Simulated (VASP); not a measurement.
# PtSe4 in VASP: settings compared

Aim: see how the results for PtSe4 move with the level of theory and the settings. Levels: PBEsol, r2SCAN. Tasks: single point.

Program: VASP 6.6.1. These are calculated values, not measurements. Logs are shortened: lines on timing, memory, paths and dates and some standing lists are left out, and cuts for length are marked.

### 1 The cell of the first run

The cell holds a slab with vacuum, 5 atoms: a = 3.760 Å, b = 3.760 Å, c = 22.190 Å, α = 90.00°, β = 90.00°, γ = 120.00°.

### 2 Single point, PBEsol

INCAR

```
ALGO     = Normal         # electronic algorithm
DIPOL    = 0.5 0.5 0.500
EDIFF    = 1E-6           # SCF threshold, eV
ENCUT    = 520            # plane-wave cutoff, eV
GGA      = PS             # functional
IDIPOL   = 3            
ISIF     = 2              # what is computed and relaxed
ISMEAR   = 0              # smearing method
LASPH    = T              # aspherical terms in the spheres
LCHARG   = F              # write CHGCAR
LDIPOL   = T            
LREAL    = F              # projectors in reciprocal space
LWAVE    = F              # write WAVECAR
NBANDS   = 25             # bands
NELM     = 60             # most SCF steps
PREC     = Accurate       # precision mode
SIGMA    = 0.1            # smearing width, eV
```

KPOINTS

```
k-points
0
Gamma
  9 9 1
```

POSCAR

```
PtSe4
1.0
    3.7603063796      0.0000000000      0.0000000000
   -1.8801531898      3.2565208507      0.0000000000
    0.0000000000      0.0000000000     22.1900263333
Se Pt
4 1
Direct
    0.3333333333      0.6666666667      0.3379896845
    0.6666666667      0.3333333333      0.4428469366
    0.3333333333      0.6666666667      0.5571530634
    0.6666666667      0.3333333333      0.6620103155
    0.0000000000      0.0000000000      0.5000000000
```

Potentials or basis: VASP PAW PBE potentials, release 64 (Se, Pt).

Started as:

```bash
> cat potpaw_PBE.64/Se/POTCAR potpaw_PBE.64/Pt/POTCAR > POTCAR
> mpirun -np 1 vasp_std > vasp.out
```

OUTCAR:

```text
EDIFF = 1E-6
   ENCUT = 520
   GGA = PS
   ISIF = 2
   ISMEAR = 0
   LASPH = T
   LREAL = F
   NELM = 60
   PREC = Accurate

 ion  position               nearest neighbor table
   1  0.333  0.667  0.338-
   2  0.667  0.333  0.443-   5 2.51   5 2.51   5 2.51
   3  0.333  0.667  0.557-   5 2.51   5 2.51   5 2.51
   4  0.667  0.333  0.662-
   5  0.000  0.000  0.500-   2 2.51   3 2.51   3 2.51   2 2.51   2 2.51   3 2.51

  LATTYP: Found a hexagonal cell.
 ALAT       =     3.7603063796
 C/A-ratio  =     5.9011219016

  Lattice vectors:

 A1 = (   3.7603063796,   0.0000000000,   0.0000000000)
 A2 = (  -1.8801531898,   3.2565208507,   0.0000000000)
 A3 = (   0.0000000000,   0.0000000000,  22.1900263333)

Analysis of symmetry for initial positions (statically):
=====================================================================
 Subroutine PRICEL returns:
 Original cell was already a primitive cell.

 Routine SETGRP: Setting up the symmetry group for a
 hexagonal supercell.

 Subroutine GETGRP returns: Found 12 space group operations
 (whereof 12 operations were pure point group operations)
 out of a pool of 24 trial point group operations.

The static configuration has the point symmetry D_3d.

Analysis of symmetry for dynamics (positions and initial velocities):
=====================================================================
 Subroutine PRICEL returns:
 Original cell was already a primitive cell.

 Routine SETGRP: Setting up the symmetry group for a
 hexagonal supercell.

 Subroutine GETGRP returns: Found 12 space group operations
 (whereof 12 operations were pure point group operations)
 out of a pool of 24 trial point group operations.

The dynamic configuration has the point symmetry D_3d.

 Subroutine INISYM returns: Found 12 space group operations
 (whereof 12 operations are pure point group operations),
 and found     1 'primitive' translations

----------------------------------------------------------------------------------------

                                     Primitive cell

  volume of cell :     271.7283

  direct lattice vectors                    reciprocal lattice vectors
     3.760306380  0.000000000  0.000000000     0.265935777  0.153538093  0.000000000
    -1.880153190  3.256520851  0.000000000     0.000000000  0.307076185  0.000000000
     0.000000000  0.000000000 22.190026333     0.000000000  0.000000000  0.045065291

  length of vectors
     3.760306380  3.760306380 22.190026333     0.307076185  0.307076185  0.045065291

  position of ions in fractional coordinates (direct lattice)
     0.333333333  0.666666667  0.337989685
     0.666666667  0.333333333  0.442846937
     0.333333333  0.666666667  0.557153063
     0.666666667  0.333333333  0.662010315
     0.000000000  0.000000000  0.500000000

  ion indices of the primitive-cell ions
   primitive index   ion index
                 1           1
                 2           2
                 3           3
                 4           4
                 5           5

----------------------------------------------------------------------------------------

 KPOINTS: k-points

Automatic generation of k-mesh.
 Grid dimensions read from file:
 generate k-points for:    9    9    1

 Generating k-lattice:

  Cartesian coordinates                     Fractional coordinates (reciprocal lattice)
     0.029548420  0.017059788  0.000000000     0.111111111 -0.000000000  0.000000000
     0.000000000  0.034119576  0.000000000     0.000000000  0.111111111  0.000000000
     0.000000000  0.000000000  0.045065291     0.000000000  0.000000000  1.000000000

  Length of vectors
     0.034119576  0.034119576  0.045065291

  Shift w.r.t. Gamma in fractional coordinates (k-lattice)
     0.000000000  0.000000000  0.000000000

 Subroutine IBZKPT returns following result:
 ===========================================

 Found     12 irreducible k-points:

 Following reciprocal coordinates:
            Coordinates               Weight
  0.000000  0.000000  0.000000      1.000000
  0.111111 -0.000000  0.000000      6.000000
  0.222222 -0.000000  0.000000      6.000000
  0.333333  0.000000  0.000000      6.000000
  0.444444 -0.000000  0.000000      6.000000
  0.111111  0.111111  0.000000      6.000000
  0.222222  0.111111  0.000000     12.000000
  0.333333  0.111111  0.000000     12.000000
  0.444444  0.111111  0.000000      6.000000
  0.222222  0.222222  0.000000      6.000000
  0.333333  0.222222  0.000000     12.000000
  0.333333  0.333333  0.000000      2.000000
   k-points           NKPTS =     12   k-points in BZ     NKDIM =     12   number of bands    NBANDS=     25
   number of dos      NEDOS =    301   number of ions     NIONS =      5
   total plane-waves  NPLWV = 131712
   dimension x,y,z NGX =    28 NGY =   28 NGZ =  168
   dimension x,y,z NGXF=    56 NGYF=   56 NGZF=  336
   ions per type =               4   1
   NGX,Y,Z   is equivalent  to a cutoff of  12.38, 12.38, 12.59 a.u.
   NGXF,Y,Z  is equivalent  to a cutoff of  24.76, 24.76, 25.17 a.u.
 SYSTEM =  unknown system
   PREC   = accura    normal or accurate (medium, high low for compatibility)
   ISTART =      0    job   : 0-new  1-cont  2-samecut
   ICHARG =      2    charge: 1-file 2-atom 10-const
   ISPIN  =      1    spin polarized calculation?
   LNONCOLLINEAR =      F non collinear calculations
   LSORBIT =      F    spin-orbit coupling
   LASPH  =      T    aspherical Exc in radial PAW
   ENCUT  =  520.0 eV  38.22 Ry    6.18 a.u.   6.99  6.99 41.26*2*pi/ulx,y,z
   NELM   =     60;   NELMIN=  2; NELMDL= -5     # of ELM steps
   EDIFF  = 0.1E-05   stopping-criterion for ELM
   LREAL  =      F    real-space projection
   EDIFFG = 0.1E-04   stopping-criterion for IOM
   NSW    =      0    number of steps for IOM
   IBRION =     -1    ionic relax: 0-MD 1-quasi-New 2-CG
   NFREE  =      0    steps in history (QN), initial steepest desc. (CG)
   ISIF   =      2    stress and relaxation
   ISYM   =      2    0-nonsym 1-usesym 2-fastsym
   POTIM  = 0.5000    time-step for ionic-motion
   TEBEG  =    0.0;   TEEND  =   0.0 temperature during run
   PSTRESS=    0.0 pullay stress
   NELECT =      34.0000    total number of electrons
   NUPDOWN=      -1.0000    fix difference up-down
   EMIN   =  10.00;   EMAX   =-10.00  energy-range for DOS
   EFERMI =   0.00;   METHOD = LEGACY
   ISMEAR =     0;   SIGMA  =   0.10  broadening in eV -4-tet -1-fermi 0-gaus
   EFERMI_NEDOS =   21; number of points for ismear=-14 and -15
   IALGO  =     38    algorithm
   IMIX   =      4    mixing-type and parameters
     AMIX     =   0.40;   BMIX     =  1.00
     AMIX_MAG =   1.60;   BMIX_MAG =  1.00
  volume/ion in A,a.u.               =      54.35       366.74
  Fermi-wavevector in a.u.,A,eV,Ry     =   0.818822  1.547349  9.122291  0.670469
  Thomas-Fermi vector in A             =   1.929517
   LORBIT       =      0    0 simple, 1 ext, 2 COOP (PROOUT), +10 PAW based schemes
   GGA     = PS    functional components
   LHFCALC =     F    Hartree Fock is set to
   AEXX    =    0.0000 exact exchange contribution
   IVDW    =     0    specifies the selected vdW correction
   LEPSILON=     F    determine dielectric tensor
   LRPA    =     F    only Hartree local field effects (RPA)
 non-spin polarized calculation
 Gauss-broadening in eV      SIGMA  =   0.10
  energy-cutoff  :      520.00
  volume of cell :      271.73
 maximum number of plane-waves:      7363
 NGX is ok and might be reduce to    28
   NGX = 13   NGY = 13   NGZ = 83

 number of electron      33.9999999 magnetization

 dipolmoment           0.000000      0.000000     -0.000000 electrons x Angstroem

 Free energy of the ion-electron system (eV)
  ---------------------------------------------------
  ext. energy  EPLUGINS =         0.00000000
  ---------------------------------------------------
  free energy    TOTEN  =       -20.40870001 eV

  energy without entropy =      -20.38489582  energy(sigma->0) =      -20.39679792

 E-fermi :  -1.8686     XC(G=0):  -4.9039

 val. band max:       -1.9158891219   @ k =   0.3333   0.0000   0.0000
 cond. band min:      -1.8676439087   @ k =   0.1111   0.1111   0.0000
 fundamental gap:      0.0482452132
 Fermi energy:        -1.8686272032

 k-point     1 :       0.0000    0.0000    0.0000
  band No.  band energies     occupation
      1     -16.9008      2.00000
      2     -15.2852      2.00000
      3     -13.8225      2.00000
      4     -13.4778      2.00000
      5      -7.7091      2.00000
      6      -7.7091      2.00000
[... 17 lines left out ...]
     24       3.9887      0.00000
     25       4.1476      0.00000

 k-point     2 :       0.1111   -0.0000    0.0000
  band No.  band energies     occupation
      1     -16.7709      2.00000
      2     -15.2560      2.00000
      3     -13.7570      2.00000
      4     -13.4710      2.00000
      5      -7.7327      2.00000
      6      -7.6253      2.00000
[... 17 lines left out ...]
     24       4.0830      0.00000
     25       4.1734      0.00000

 k-point     3 :       0.2222   -0.0000    0.0000
  band No.  band energies     occupation
      1     -16.4090      2.00000
      2     -15.1928      2.00000
      3     -13.5886      2.00000
      4     -13.4381      2.00000
      5      -7.7500      2.00000
      6      -7.4170      2.00000
[... 17 lines left out ...]
     24       4.5582      0.00000
     25       4.7397      0.00000

 k-point     4 :       0.3333    0.0000    0.0000
  band No.  band energies     occupation
      1     -15.9100      2.00000
      2     -15.1527      2.00000
      3     -13.4020      2.00000
      4     -13.3637      2.00000
      5      -8.0569      2.00000
      6      -7.2933      2.00000
[... 17 lines left out ...]
     24       4.9952      0.00000
     25       5.2304      0.00000

 k-point     5 :       0.4444   -0.0000    0.0000
  band No.  band energies     occupation
      1     -15.4605      2.00000
      2     -15.1959      2.00000
      3     -13.3074      2.00000
      4     -13.2778      2.00000
      5      -8.6323      2.00000
      6      -7.1515      2.00000
[... 17 lines left out ...]
     24       4.7847      0.00000
     25       5.7501      0.00000

 k-point     6 :       0.1111    0.1111    0.0000
  band No.  band energies     occupation
      1     -16.5246      2.00000
      2     -15.2098      2.00000
      3     -13.6397      2.00000
      4     -13.4506      2.00000
      5      -7.7301      2.00000
      6      -7.4909      2.00000
[... 17 lines left out ...]
     24       4.2733      0.00000
     25       4.4397      0.00000

 k-point     7 :       0.2222    0.1111    0.0000
  band No.  band energies     occupation
      1     -16.0908      2.00000
      2     -15.1577      2.00000
      3     -13.4594      2.00000
      4     -13.3935      2.00000
      5      -7.7309      2.00000
      6      -7.4560      2.00000
[... 17 lines left out ...]
     24       4.9135      0.00000
     25       4.9753      0.00000

 k-point     8 :       0.3333    0.1111    0.0000
  band No.  band energies     occupation
      1     -15.6082      2.00000
      2     -15.1527      2.00000
      3     -13.3209      2.00000
      4     -13.3021      2.00000
      5      -8.2917      2.00000
      6      -7.3642      2.00000
[... 17 lines left out ...]
     24       5.2487      0.00000
     25       5.6452      0.00000

 k-point     9 :       0.4444    0.1111    0.0000
  band No.  band energies     occupation
      1     -15.3104      2.00000
      2     -15.2321      2.00000
      3     -13.2783      2.00000
      4     -13.2541      2.00000
      5      -8.6087      2.00000
      6      -7.2942      2.00000
[... 17 lines left out ...]
     24       5.1515      0.00000
     25       6.0998      0.00000

 k-point    10 :       0.2222    0.2222    0.0000
  band No.  band energies     occupation
      1     -15.6664      2.00000
      2     -15.1368      2.00000
      3     -13.3191      2.00000
      4     -13.3171      2.00000
      5      -7.9067      2.00000
      6      -7.5414      2.00000
[... 17 lines left out ...]
     24       5.3852      0.00000
     25       5.5519      0.00000

 k-point    11 :       0.3333    0.2222    0.0000
  band No.  band energies     occupation
      1     -15.3112      2.00000
      2     -15.1607      2.00000
      3     -13.2510      2.00000
      4     -13.2398      2.00000
      5      -8.2479      2.00000
      6      -7.4568      2.00000
[... 17 lines left out ...]
     24       5.7334      0.00000
     25       6.4388      0.00000

 k-point    12 :       0.3333    0.3333    0.0000
  band No.  band energies     occupation
      1     -15.1747      2.00000
      2     -15.1747      2.00000
      3     -13.2187      2.00000
      4     -13.2187      2.00000
      5      -8.0274      2.00000
      6      -7.5005      2.00000
[... 17 lines left out ...]
     24       6.3038      0.00000
     25       6.6761      0.00000

------------------------ aborting loop because EDIFF is reached ----------------------------------------

 vacuum level on the upper side and lower side of the slab       (xc-potential included)        -0.009        -0.009

  FORCE on cell =-STRESS in cart. coord.  units (eV):
  Direction    XX          YY          ZZ          XY          YZ          ZX
  --------------------------------------------------------------------------------------
  -------------------------------------------------------------------------------------
  Total       -5.3685285     -5.3685285     -3.2104471     -0.0000000      0.0000000      0.0000000
  in kB      -31.6541702    -31.6541702    -18.9295894     -0.0000000      0.0000000      0.0000000
  external PRESSURE =     -27.4126433 kB  Pullay stress =       0.0000000 kB

 VOLUME and BASIS-vectors are now :
 -----------------------------------------------------------------------------
  energy-cutoff  :      520.00
  volume of cell :      271.73
      direct lattice vectors                 reciprocal lattice vectors
     3.760306380  0.000000000  0.000000000     0.265935777  0.153538093  0.000000000
    -1.880153190  3.256520851  0.000000000     0.000000000  0.307076185  0.000000000
     0.000000000  0.000000000 22.190026333     0.000000000  0.000000000  0.045065291

 POSITION                                       TOTAL-FORCE (eV/Angst)
 -----------------------------------------------------------------------------------
     -0.00000      2.17101      7.50000        -0.000000      0.000000      0.764368
      1.88015      1.08551      9.82679         0.000000     -0.000000     -0.906770
     -0.00000      2.17101     12.36324        -0.000000      0.000000      0.906770
      1.88015      1.08551     14.69003         0.000000      0.000000     -0.764368
      0.00000      0.00000     11.09501         0.000000      0.000000      0.000000
 -----------------------------------------------------------------------------------
    total drift:                               -0.000000     -0.000000      0.000000

  FREE ENERGIE OF THE ION-ELECTRON SYSTEM (eV)
  ---------------------------------------------------
  free  energy   TOTEN  =       -20.4087000127 eV

  energy  without entropy=      -20.3848958238  energy(sigma->0) =      -20.39679792

 vacuum level on the upper side and lower side of the slab         4.250         4.250
```

It took 2.1 min on 1 thread of Intel Xeon Platinum 8375C at 2.90GHz (Ice Lake), shared host; peak memory 0.37 GiB.

What came out:

```yaml
Free_energy: -20.4087 eV
Largest_force: 0.907 eV/Å
Band_gap_on_the_k_mesh: zero (band 17 reaches -1.08 eV, above the bottom of band 18 at -2.18 eV)
```

Forces on the atoms (eV/Å):
```
Se   0.000  0.000  0.764
Se   0.000  0.000 -0.907
Se   0.000  0.000  0.907
Se   0.000  0.000 -0.764
Pt   0.000  0.000  0.000
```

Caveat: the PAW data sets were made with another functional, which shifts forces and pressure a little; spin-orbit coupling is left out, which moves the levels of the heavy elements.

(Part 1 of 3 ends here.)
